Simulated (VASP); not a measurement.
The system is CaSe.

```
Se Ca
1.0
     0.00000    2.95600    2.95600
     2.95600    0.00000    2.95600
     2.95600    2.95600    0.00000
Se Ca
1 1
Direct
  0.50000 0.50000 0.50000
  0.00000 0.00000 0.00000
```

Base run:

* Program: VASP 6.6.1
* Functional: r2SCAN
* Potentials or basis: VASP PAW PBE potentials, release 64 (Se, Ca_sv)
* Cutoff: 520 eV
* k mesh: 8 × 8 × 8
* Occupations: fermi-dirac, width 0.05 eV
* Spin: no spin polarisation

Its results: band gap on the k mesh 2.49 eV, indirect (least direct gap 3.44 eV); pressure 0.9 GPa.

Task: The run is repeated on the same cell with these changes: functional from r2SCAN to PBE. What comes out?

Result: Band gap on the k mesh 2.02 eV, indirect (least direct gap 2.96 eV); pressure 1.3 GPa.

r2SCAN gives the wider gap, since meta-GGAs in the generalised Kohn-Sham scheme recover part of the derivative discontinuity.

Caveats: the PAW data sets were made with another functional, which shifts forces and pressure a little (some runs).

A k mesh can miss the band edges.
